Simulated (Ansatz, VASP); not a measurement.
This is a calculation of Co for Ansatz 0.2.0.

Contents of input.yaml:

```yaml
crystal:
  lattice:
    - [2.4705617809, 0.0, 0.0]
    - [-1.2352808905, 2.1395692639, 0.0]
    - [0.0, 0.0, 8.0882338]
  atoms:
    - { symbol: Co, position: [0.6666666667, 0.3333333333, 0.75], spin: 2.0 }
    - { symbol: Co, position: [0.0, 0.0, 0.5], spin: 2.0 }
    - { symbol: Co, position: [0.3333333333, 0.6666666667, 0.25], spin: 2.0 }
    - { symbol: Co, position: [0.0, 0.0, 0.0], spin: 2.0 }
hamiltonian:
  xc: lda
  pseudopotentials: { kind: paw }
magnetization:
  spin_polarized: true
kpoints:
  mp_grid: { grid: [12, 12, 4] }
scf:
  occupations: { method: fermi_dirac, width: 0.05 }
output:
  forces: true
  stress: true
relax:
  f_tol: 0.01
  max_steps: 40
  cell: { stress_tol: 0.05 }
```

Potentials or basis: Ansatz PAW.

The run is started by

```sh
$ ansatz run input.yaml --threads 2 --pin off --max-ram 5632MiB --backend cpu --events-out ev --progress --plain --runs-dir out
```

Set up the same calculation for VASP 6.6.1. Potentials there: VASP PAW LDA potentials, release 64 (Co).

As run (the cutoff follows the program's own potentials):

The input INCAR:

```
SYSTEM = Co
PREC = Accurate
ENCUT = 600
EDIFF = 1E-7
ISMEAR = -1
SIGMA = 0.05
LREAL = .False.
LASPH = .True.
NELM = 150
ALGO = Normal
ISIF = 3
LWAVE = .False.
LCHARG = .False.
ISPIN = 2
MAGMOM = 2 2 2 2
LORBIT = 11
LMAXMIX = 4
GGA = CA
IBRION = 2
NSW = 60
EDIFFG = -0.01
```

File KPOINTS:

```
regular mesh
0
Gamma
  12 12 4
  0 0 0
```

POSCAR

```
Co
1.0
    2.4705617809      0.0000000000      0.0000000000
   -1.2352808905      2.1395692639      0.0000000000
    0.0000000000      0.0000000000      8.0882338000
Co
4
Direct
    0.6666666667      0.3333333333      0.7500000000
    0.0000000000      0.0000000000      0.5000000000
    0.3333333333      0.6666666667      0.2500000000
    0.0000000000      0.0000000000      0.0000000000
```

Potentials or basis: VASP PAW LDA potentials, release 64 (Co).

Command:

```console
$ cat potpaw_LDA.64/Co/POTCAR > POTCAR
$ mpirun -np 1 vasp_std > vasp.out
```

Both were run:

|  | VASP | Ansatz | Ansatz less VASP |
| --- | --- | --- | --- |
| net moment per atom (μB) | 1.48 | 1.51 | +0.031 |
| size of the moment on the site where the two differ most (μB) | 1.48 | 1.57 | +0.082 |
| relaxed volume (Å³/atom) | 9.97 | 10.02 | +0.047 |
| relaxed length of the cell vector where the two differ most in proportion (Å) | 2.422 | 2.426 | +0.0043 |

LDA's correlation is that of Perdew and Zunger in VASP and of Perdew and Wang (1992) in Ansatz. Site moments also hang on the region over which each program counts them. VASP's potentials hold 36 valence electrons a cell and Ansatz's 68, so a difference there can come from the potentials and not from the codes.

Noted on Ansatz's run: the plane-wave basis is chosen anew once the cell has moved, so the energies of steps on either side of that aren't comparable.
